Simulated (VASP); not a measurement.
A run of VASP 6.6.1 is set up as follows.

The input INCAR:

```
  ALGO = Normal
  EDIFF = 1E-6
  ENCUT = 500
  GGA = PE
  GGA_COMPAT = F
  ISIF = 2
  ISMEAR = -1
  LASPH = T
  LCHARG = T
  LDAU = T
  LDAUJ = 0
  LDAUL = 2
  LDAUPRINT = 1
  LDAUTYPE = 2
  LDAUU = 5.6
  LELF = T
  LMAXMIX = 4
  LREAL = F
  LVHAR = T
  LWAVE = F
  NBANDS = 18
  NELM = 200
  PREC = Accurate
  SIGMA = 0.051703999572871064
```

Contents of KPOINTS:

```
k-points
0
Gamma
  6 6 4
```

POSCAR

```
Au
1.0
    1.4113099650     -2.5559330250      0.0000000000
    1.4113099650      2.5559330250      0.0000000000
    0.0000000000      0.0000000000      4.8931696100
Au
2
Direct
    0.6653279700      0.3346720300      0.2500000000
    0.3346720300      0.6653279700      0.7500000000
```

Potentials or basis: VASP PAW PBE potentials, release 64 (Au).

Run with:

```console
$ cat potpaw_PBE.64/Au/POTCAR > POTCAR
$ mpirun -np 1 vasp_std > vasp.out
```

**Question.** Estimate the band gap on the k mesh.

**Answer.** Zero (bands 11 and 12 overlap by 8.18 eV).

**Question.** What does it give for the pressure?

**Answer.** 1.7 GPa.

**Question.** Predict the largest force.

**Answer.** 0.014 eV/Å.

Eigenvalues of the final occupation matrices:
| site | spin | trace | eigenvalues |
| --- | --- | --- | --- |
| site 1 d | 1 | 4.56 | 0.90 0.91 0.91 0.92 0.92 |
| site 1 d | 2 | 4.56 | 0.90 0.91 0.91 0.92 0.92 |
| site 2 d | 1 | 4.56 | 0.90 0.91 0.91 0.92 0.92 |
| site 2 d | 2 | 4.56 | 0.90 0.91 0.91 0.92 0.92 |

Caveat: the k points lie up to 0.42 Å⁻¹ apart, too coarse for converged energies and pressures of a metal; spin-orbit coupling is left out, which moves the levels of the heavy elements; U without spin polarisation on a metal has little footing; the U is typed as a test and isn't derived for this compound.
